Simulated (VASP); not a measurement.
Wanted: the native input for a VASP 6.6.1 run.

```
Task                   : relaxation of cell and atoms
Functional             : PBE
Potentials or basis    : VASP PAW PBE potentials, release 64 (Ge_d, I)
Cutoff                 : 600 eV
k mesh                 : 3 × 3 × 3
Occupations            : gaussian, width 0.1 eV
Spin                   : no spin polarisation
Dipole correction      : no
Further INCAR settings : ALGO = Normal; EDIFF = 1e-06; IBRION = 2; EDIFFG = -0.04; NSW = 90; ISIF = 3
```

The structure of Ge7I lies in POSCAR:

```
Ge7I
1.0
    3.1871089400      1.8400782100      5.9149652100
   -3.1871089400      1.8400782100      5.9149652100
    0.0000000000     -3.6801564100      5.9149652100
Ge I
7 1
Direct
    0.1532767800      0.8467232200      0.5000000000
    0.5000000000      0.1532767800      0.8467232200
    0.8467232200      0.5000000000      0.1532767800
    0.8467232200      0.1532767800      0.5000000000
    0.5000000000      0.8467232200      0.1532767800
    0.1532767800      0.5000000000      0.8467232200
    0.5000000000      0.5000000000      0.5000000000
    0.0000000000      0.0000000000      0.0000000000
```

The cell was generated, and may not be a known phase.

These files were run (other wordings do the same):

INCAR

```
PREC = Accurate
ENCUT = 600
EDIFF = 1E-6
ISMEAR = 0
SIGMA = 0.1
LREAL = False
LASPH = True
NELM = 100
ALGO = Normal
ISIF = 3
LWAVE = False
LCHARG = False
GGA = PE
IBRION = 2
NSW = 90
EDIFFG = -0.04
```

KPOINTS

```
Automatic mesh
0
Gamma
  3 3 3
```

Potentials or basis: VASP PAW PBE potentials, release 64 (Ge_d, I).

Launch:

```console
$ cat potpaw_PBE.64/Ge_d/POTCAR potpaw_PBE.64/I/POTCAR > POTCAR
$ mpirun -np 1 vasp_std > vasp.out
```

Results of the run:

```json
{
 "Relaxed volume": "32.91 Å³/atom",
 "Relaxed cell": "a = 6.656 Å, b = 6.656 Å, c = 6.656 Å, α = 73.19°, β = 73.19°, γ = 73.19°",
 "Space group after relaxing (to 0.1 Å)": "R-3m (No. 166)",
 "Energy gained by relaxing": "1701.1 meV/atom",
 "Ionic steps": "10",
 "Pressure after relaxing": "0.0 GPa",
 "Largest force after relaxing": "0.004 eV/Å",
 "Band gap on the k mesh": "zero (an odd number of electrons rules out a gap without spin polarisation)"
}
```

Caveat: the k points lie up to 0.34 Å⁻¹ apart in the final cell, too coarse for converged energies and pressures of a metal; the volume moved by over 15 % at a fixed basis, so the end points are rough; spin-orbit coupling is left out, which moves the levels of the heavy elements; an odd number of electrons without spin polarisation forces a metal; a magnetic or distorted state may lie lower.

It took 10 min on 1 thread of Intel(R) Xeon(R) 6975P-C (Granite Rapids), on a shared host, peak memory 0.49 GiB.
